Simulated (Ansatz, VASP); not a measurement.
**One calculation of MnO, two programs**

```
CELL_PARAMETERS angstrom
0.00000 2.03733 2.03733
2.03733 0.00000 2.03733
2.03733 2.03733 0.00000
ATOMIC_POSITIONS crystal
Mn 0.00000 0.00000 0.00000
O 0.50000 0.50000 0.50000
```

Alike in both runs: task single point; functional PBE; k mesh 14 × 14 × 14; occupations gaussian, width 0.05 eV; no spin polarisation.

|  | VASP | Ansatz |
| --- | --- | --- |
| version | VASP 6.6.1 | Ansatz 0.2.0 |
| potentials or method | VASP PAW PBE potentials, release 64 (Mn_pv, O), cutoff 520 eV | scalar-relativistic, plane waves, PAW |
| valence electrons in the cell | 19 | 21 |

|  | VASP | Ansatz | Ansatz less VASP |
| --- | --- | --- | --- |
| gap on the k mesh at the Fermi level (eV) | none | none | - |
| pressure (GPa) | 6.2 | 5.2 | -1.04 |

A gap of «none» marks a metal or a gap that the smearing closes. VASP's potentials hold 19 valence electrons a cell and Ansatz's 21, so a difference there can come from the potentials and not from the codes.
